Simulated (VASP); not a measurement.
WSe2, 6 atoms in the cell. It takes space group P6_3/mmc (No. 194, hexagonal). The conventional cell has a = 3.216 Å, b = 3.216 Å, c = 13.317 Å, α = 90.00°, β = 90.00°, γ = 120.00°. Within 3.3 Å of W (site symmetry -6m2) lie 6 Se at 2.51 Å and 6 W at 3.22 Å. Within 3.4 Å of Se (site symmetry 3m) lie 3 W at 2.51 Å and 7 Se at 3.22 to 3.39 Å.  This cell differs from its parent crystal: equal strain along all axes, cell held: -3.0 %, then relaxed in part.

| Property | Result |
| --- | --- |
| Program | VASP 6.6.1 |
| Task | single point |
| Functional | r2SCAN |
| Potentials or basis | VASP PAW PBE potentials, release 64 (W_sv, Se) |
| Cutoff | 520 eV |
| k mesh | 12 × 12 × 2 |
| Occupations | gaussian, width 0.02 eV |
| Spin | no spin polarisation |
| Dipole correction | no |
| Further INCAR settings | ALGO = Normal; EDIFF = 1e-06; NBANDS = 35 |

Potentials or basis: VASP PAW PBE potentials, release 64 (W_sv, Se).

Run with:

```sh
$ cat potpaw_PBE.64/W_sv/POTCAR potpaw_PBE.64/Se/POTCAR > POTCAR
$ cp INCAR.step1 INCAR
$ mpirun -np 1 vasp_std > vasp.out
$ cp INCAR.step2 INCAR
$ mpirun -np 1 vasp_std > vasp.out
```

Hardware: 1 thread of Intel(R) Xeon(R) Platinum 8488C (Sapphire Rapids), on a shared host.

**Question.** How long does it take, and how much memory?

**Answer.** Wall time 7.6 min on 1 thread of Intel(R) Xeon(R) Platinum 8488C (Sapphire Rapids), on a shared host, peak memory 0.33 GiB. Counts: k points 38.
